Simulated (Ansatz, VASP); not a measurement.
## One calculation of LaTaTl3, two programs

```xyz
5
Lattice="4.7413 0.0000 0.0000 0.0000 4.7413 0.0000 0.0000 0.0000 7.5103" Properties=species:S:1:pos:R:3 pbc="T T T"
La    0.0000    0.0000    0.0000
Ta    2.3706    2.3706    0.0000
Tl    0.0000    0.0000    3.7552
Tl    2.3706    2.3706    2.1900
Tl    2.3706    2.3706    5.3203
```

Alike in both runs: task relaxation of cell and atoms; functional PBE; k mesh 4 × 4 × 2; occupations gaussian, width 0.1 eV; no spin polarisation.

```csv
,VASP,Ansatz
version,VASP 6.6.1,Ansatz 0.2.0
potentials or method,"VASP PAW PBE potentials, release 64 (La, Ta_pv, Tl_d), cutoff 600 eV","scalar-relativistic, plane waves, PAW"
valence electrons in the cell,61,63
```

Ansatz gave:

```
gap on the k mesh at the Fermi level, each at its own relaxed structure (eV) : none
relaxed volume (Å³/atom)                                                     : 31.20
relaxed length of the cell vector where the two differ most in proportion (Å)              : 8.575
```

Task: What did VASP give for the same quantities?

Result: gap on the k mesh at the Fermi level, each at its own relaxed structure (eV): none; relaxed volume (Å³/atom): 31.31; relaxed length of the cell vector where the two differ most in proportion (Å): 8.596.

A gap of «none» marks a metal or a gap that the smearing closes. VASP's potentials hold 61 valence electrons a cell and Ansatz's 63, so a difference there can come from the potentials and not from the codes.

The k mesh is coarse, so the values compare programs but aren't converged. Spin-orbit coupling is off throughout.
